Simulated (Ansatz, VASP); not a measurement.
# NaAgPtC6N6 in VASP and in Ansatz

```
Na Ag Pt C N
1.0
     0.00000    5.19950    5.19950
     5.19950    0.00000    5.19950
     5.19950    5.19950    0.00000
Na Ag Pt C N
1 1 1 6 6
Direct
  0.75000 0.75000 0.75000
  0.00000 0.00000 0.00000
  0.50000 0.50000 0.50000
  0.80556 0.19444 0.19444
  0.19444 0.19444 0.80556
  0.80556 0.19444 0.80556
  0.19444 0.80556 0.80556
  0.80556 0.80556 0.19444
  0.19444 0.80556 0.19444
  0.69305 0.30695 0.30695
  0.30695 0.30695 0.69305
  0.69305 0.30695 0.69305
  0.30695 0.69305 0.69305
  0.69305 0.69305 0.30695
  0.30695 0.69305 0.30695
```

Alike in both runs: task relaxation of cell and atoms; functional PBE; k mesh 4 × 4 × 4; occupations gaussian, width 0.1 eV; no spin polarisation.

```csv
,VASP,Ansatz
version,VASP 6.6.1,Ansatz 0.2.0
potentials or method,"VASP PAW PBE potentials, release 64 (Na_pv, Ag, Pt, C, N), cutoff 600 eV","scalar-relativistic, plane waves, PAW"
valence electrons in the cell,82,100
```

Ansatz gave:

```
gap on the k mesh at the Fermi level, each at its own relaxed structure (eV) : 1.20
relaxed volume (Å³/atom)                                                     : 23.42
relaxed cell length with the largest relative difference (Å)                 : 7.920
```

Task: What did VASP give for the same quantities?

Result: gap on the k mesh at the Fermi level, each at its own relaxed structure (eV): 1.23; relaxed volume (Å³/atom): 23.60; relaxed cell length with the largest relative difference (Å): 7.940.

VASP's potentials hold 82 valence electrons a cell and Ansatz's 100, so a difference there can come from the potentials and not from the codes.

Neither program's run includes spin-orbit coupling. Noted on VASP's run: the standard files for N, O and F lose accuracy on very short bonds; the volume moved by over 15 % at a fixed basis, so the end points are rough.
